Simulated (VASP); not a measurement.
Here is a VASP 6.6.1 calculation.

The input POSCAR:

```
SrTlBr3
1.0
    5.9034019427     -0.1475850486      0.0000000000
   -0.1475850486      5.9034019427      0.0000000000
    0.0000000000      0.0000000000      5.9034019427
Tl Sr Br
1 1 3
Direct
    0.0000000000      0.0000000000      0.0000000000
    0.5000000000      0.5000000000      0.5000000000
    0.5000000000      0.5000000000      0.0000000000
    0.5000000000      0.0000000000      0.5000000000
    0.0000000000      0.5000000000      0.5000000000
```

Contents of INCAR.step1:

```
SYSTEM = SrTlBr3
PREC     = Accurate       ! precision mode
ENCUT    = 520            ! plane-wave cutoff, eV
ISMEAR   = 0              ! smearing method
SIGMA    = 0.01           ! smearing width, eV
LREAL    = .FALSE.        ! projectors in reciprocal space
LASPH    = .TRUE.         ! aspherical terms in the spheres
NELM     = 100            ! most SCF steps
NBANDS   = 30             ! bands
GGA      = PE             ! functional
ALGO     = Normal         ! electronic algorithm
EDIFF    = 1E-4           ! SCF threshold, eV
LWAVE    = .TRUE.         ! write WAVECAR
LCHARG   = .FALSE.        ! write CHGCAR
```

INCAR.step2

```
SYSTEM = SrTlBr3
PREC     = Accurate       ! precision mode
ENCUT    = 520            ! plane-wave cutoff, eV
EDIFF    = 1E-6           ! SCF threshold, eV
ISMEAR   = 0              ! smearing method
SIGMA    = 0.01           ! smearing width, eV
LREAL    = .FALSE.        ! projectors in reciprocal space
LASPH    = .TRUE.         ! aspherical terms in the spheres
NELM     = 100            ! most SCF steps
ALGO     = Normal         ! electronic algorithm
ISIF     = 2              ! what is computed and relaxed
LWAVE    = .FALSE.        ! write WAVECAR
LCHARG   = .FALSE.        ! write CHGCAR
METAGGA  = R2SCAN         ! meta-GGA
LMIXTAU  = .TRUE.       
NBANDS   = 30             ! bands
ISTART   = 1
```

File KPOINTS:

```
Automatic mesh
0
G
  4 4 4
  0 0 0
```

Potentials or basis: VASP PAW PBE potentials, release 64 (Tl_d, Sr_sv, Br).

Launch:

```bash
$ cat potpaw_PBE.64/Tl_d/POTCAR potpaw_PBE.64/Sr_sv/POTCAR potpaw_PBE.64/Br/POTCAR > POTCAR
$ cp INCAR.step1 INCAR
$ mpirun -np 1 vasp_std > vasp.out
$ cp INCAR.step2 INCAR
$ mpirun -np 1 vasp_std > vasp.out
```

**Question.** What does it give for the band gap on the k mesh?

**Answer.** 3.58 eV (least direct gap 3.80 eV).

**Question.** Estimate the pressure.

**Answer.** 0.1 GPa.

Stress tensor (GPa, compression positive):
```
0.06 0.16 0.00
0.16 0.06 0.00
0.00 0.00 0.07
```

Caveat: the cell differs from its parent crystal (shear xy strain -5.0%); the PAW data sets were made with another functional, which shifts forces and pressure a little; spin-orbit coupling is left out, which moves the levels of the heavy elements. A k mesh can miss the band edges.
